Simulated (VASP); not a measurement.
Wanted: the native input for a VASP 6.6.1 run.

```yaml
Task: single point
Functional: PBE
Dispersion: D3(BJ)
Potentials_or_basis: VASP PAW PBE potentials, release 64 (Al, H)
Cutoff: 520 eV
k_mesh: 6 × 6 × 1
Occupations: gaussian, width 0.1 eV
Spin: no spin polarisation
Dipole_correction: yes
Further_INCAR_settings: LREAL = Auto; ALGO = Fast; EDIFF = 1e-06; NBANDS = 78
```

The structure of Al36H lies in POSCAR:

```
Al36H
1.0
    5.6288445219      0.0000000000      0.0000000000
   -2.8144222609      4.8747223499      0.0000000000
    0.0000000000      0.0000000000     35.9073562080
Al H
36 1
Direct
    0.1666666667      0.3333333333      0.1113977865
    0.1666666667      0.8333333333      0.1113977865
    0.6666666667      0.3333333333      0.1113977865
    0.6666666667      0.8333333333      0.1113977865
    0.0000000000      0.0000000000      0.1757372983
    0.0000000000      0.5000000000      0.1757372983
    0.5000000000      0.0000000000      0.1757372983
    0.5000000000      0.5000000000      0.1757372983
    0.3333333333      0.1666666667      0.2400768102
    0.3333333333      0.6666666667      0.2400768102
    0.8333333333      0.1666666667      0.2400768102
    0.8333333333      0.6666666667      0.2400768102
    0.0000000000      0.0000000000      0.3044163221
    0.0000000000      0.5000000000      0.3044163221
    0.5000000000      0.0000000000      0.3044163221
    0.5000000000      0.5000000000      0.3044163221
    0.1666666667      0.3333333333      0.3682539347
    0.1666666667      0.8333333333      0.3682539347
    0.6666666667      0.3333333333      0.3682539347
    0.6666666667      0.8333333333      0.3682539347
    0.0000000000      0.0000000000      0.4320699059
    0.0000000000      0.5000000000      0.4320699059
    0.5000000000      0.0000000000      0.4320699059
    0.5000000000      0.5000000000      0.4320699059
    0.3333333333      0.1666666667      0.4967844642
    0.3333333333      0.6666666667      0.4967844642
    0.8333333333      0.1666666667      0.4967844642
    0.8333333333      0.6666666667      0.4967844642
    0.0000000000      0.0000000000      0.5611166564
    0.0000000000      0.5000000000      0.5611166564
    0.5000000000      0.0000000000      0.5611166564
    0.5000000000      0.5000000000      0.5611166564
    0.1666666667      0.3333333333      0.6268174153
    0.1666666667      0.8333333333      0.6268174153
    0.6666666667      0.3333333333      0.6268174153
    0.6666666667      0.8333333333      0.6268174153
    0.1666666667      0.5000000000      0.7131506998
```

One way to write it, as run:

INCAR

```
PREC = Accurate
ENCUT = 520
EDIFF = 1E-6
ISMEAR = 0
SIGMA = 0.1
LREAL = Auto
LASPH = True
NELM = 80
ALGO = Fast
ISIF = 2
LWAVE = False
LCHARG = False
LDIPOL = True
IDIPOL = 3
DIPOL = 0.5 0.5 0.378
GGA = PE
IVDW = 12
NBANDS = 78
```

KPOINTS

```
regular mesh
0
Gamma
  6 6 1
```

Potentials or basis: VASP PAW PBE potentials, release 64 (Al, H).

The run is started by

```bash
$ cat potpaw_PBE.64/Al/POTCAR potpaw_PBE.64/H/POTCAR > POTCAR
$ mpirun -np 1 vasp_std > vasp.out
```

Results of the run:

- Largest force: 0.903 eV/Å
- Band gap on the k mesh: zero (an odd number of electrons rules out a gap without spin polarisation)
- Dispersion energy per atom: -0.304 eV

Wall time 86 min on 1 thread of Oxide Virtual Turin-like Processor, with other jobs on the host, peak memory 1.4 GiB.
